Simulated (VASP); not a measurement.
Crystal: ZnS.

```
Zn S
1.0
     3.78337    0.00000    0.00000
    -1.89169    3.27650    0.00000
     0.00000    0.00000    4.72897
Zn S
2 2
Direct
  0.33333 0.66667 0.25000
  0.66667 0.33333 0.75000
  0.66667 0.33333 0.25000
  0.33333 0.66667 0.75000
```

- Program: VASP 6.6.1
- Task: relaxation of cell and atoms
- Functional: PBE
- Potentials or basis: VASP PAW PBE potentials, release 64 (Zn, S)
- Cutoff: 600 eV
- k mesh: 12 × 12 × 6
- Occupations: fermi-dirac, width 0.02 eV
- Spin: no spin polarisation

At the start: pressure 40.2 GPa; volume 14.66 Å³/atom.

Where does the relaxation end?

Over 12 steps the energy falls by 529.7 meV/atom and the volume is 20.50 Å³/atom (+39.9 %); space group P6_3/mmc (No. 194, to 0.1 Å) before and after.

The path:
```csv
step,energy change (eV),largest force (eV/Å),pressure (GPa),volume (Å³)
1,0.0000,0.0000,40.19,58.62
2,-1.4419,0.0000,-9.10,95.59
3,-1.9839,0.0000,-0.17,78.74
4,-1.9839,0.0000,-0.60,79.19
5,-2.0416,0.0000,-0.12,78.94
6,-2.0907,0.0000,2.85,77.97
7,-2.0963,0.0000,1.98,78.24
8,-2.1167,0.0000,-0.32,81.68
9,-2.1166,0.0000,-0.42,81.77
10,-2.1187,0.0000,-0.14,81.95
11,-2.1188,0.0000,-0.04,82.01
12,-2.1189,0.0000,-0.03,82.00
```

Final structure:
```cif
data_structure
_symmetry_space_group_name_H-M 'P 1'
_symmetry_Int_Tables_number 1
_cell_length_a 3.9825
_cell_length_b 3.9825
_cell_length_c 5.9698
_cell_angle_alpha 90.000
_cell_angle_beta 90.000
_cell_angle_gamma 120.000
_cell_volume 82.00
loop_
_atom_site_label
_atom_site_type_symbol
_atom_site_fract_x
_atom_site_fract_y
_atom_site_fract_z
_atom_site_occupancy
Zn1 Zn 0.33333 0.66667 0.25000 1
Zn2 Zn 0.66667 0.33333 0.75000 1
S1 S 0.66667 0.33333 0.25000 1
S2 S 0.33333 0.66667 0.75000 1
```

Caveat: the volume moved by over 15 % at a fixed basis, so the end points are rough.
